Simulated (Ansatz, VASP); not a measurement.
## Two plane-wave programs on SnO2

The input INCAR:

```
SYSTEM = SnO2
PREC = Accurate ; ENCUT = 520
EDIFF = 1E-7 ; ISMEAR = -1
SIGMA = 0.1 ; LREAL = .FALSE.
LASPH = .TRUE. ; NELM = 100
ALGO = Normal ; ISIF = 2
LWAVE = .FALSE. ; LCHARG = .FALSE.
GGA = PS ; NBANDS = 35
```

Contents of KPOINTS:

```
regular mesh
0
G
  8 8 11
  0 0 0
```

File POSCAR:

```
SnO2
1.0
    4.7688827491      0.0000000000      0.0000000000
    0.0000000000      4.7688827491      0.0000000000
    0.0000000000      0.0000000000      3.2120477607
Sn O
2 4
Direct
    0.0000000000      0.0000000000      0.0000000000
    0.5000000000      0.5000000000      0.5000000000
    0.3062733669      0.3062733669      0.0000000000
    0.6937266331      0.6937266331      0.0000000000
    0.8062733669      0.1937266331      0.5000000000
    0.1937266331      0.8062733669      0.5000000000
```

Input for Ansatz:

```yaml
crystal:
  lattice:
    - [4.7688827491, 0.0, 0.0]
    - [0.0, 4.7688827491, 0.0]
    - [0.0, 0.0, 3.2120477607]
  atoms:
    - { symbol: Sn, position: [0.0, 0.0, 0.0] }
    - { symbol: Sn, position: [0.5, 0.5, 0.5] }
    - { symbol: O, position: [0.3062733669, 0.3062733669, 0.0] }
    - { symbol: O, position: [0.6937266331, 0.6937266331, 0.0] }
    - { symbol: O, position: [0.8062733669, 0.1937266331, 0.5] }
    - { symbol: O, position: [0.1937266331, 0.8062733669, 0.5] }
kpoints:
  mp_grid: { grid: [8, 8, 11] }
  band_path:
    path:
      - [0.0, 0.0, 0.0]
      - [0.0, 0.5, 0.0]
      - [0.5, 0.5, 0.0]
      - [0.0, 0.0, 0.0]
      - [0.0, 0.0, 0.5]
      - [0.0, 0.5, 0.5]
      - [0.5, 0.5, 0.5]
      - [0.0, 0.0, 0.5]
      - [0.0, 0.5, 0.0]
    npoints: 8
scf:
  occupations: { method: fermi_dirac, width: 0.1 }
hamiltonian:
  xc: pbesol
  pseudopotentials: { kind: paw }
output:
  forces: true
  stress: true
  eigenvalues: true
  populations: true
  dos: { projected: true, de: 0.2, e_range: [-14, 8] }
```

Change from the starting cell: volume scaled by 1, PAW files.

Alike in both runs: task single point; functional PBEsol; k mesh 8 × 8 × 11; occupations fermi-dirac, width 0.1 eV; no spin polarisation.

```csv
,VASP,Ansatz
version,VASP 6.6.1,Ansatz 0.2.0
potentials or method,"VASP PAW PBE potentials, release 64 (Sn_d, O)","PAW with Ansatz's default frozen-core files, scalar-relativistic"
plane-wave cutoff (eV),520,420
valence electrons in the cell,52,52
```

```tsv
	VASP	Ansatz	Ansatz less VASP
pressure (GPa)	0.7	0.0	-0.65
traceless stress, the component that is largest in VASP (GPa)	0.21	0.00	-0.210
rms of the force components (eV/Å)	0.007	0.000	-0.0070
```

VASP's potentials were made for PBE, not for PBEsol. Atom by atom the forces differ by 0.007 eV/Å (rms over components). With one functional, cell and mesh, what is left measures potentials, basis and numerics.
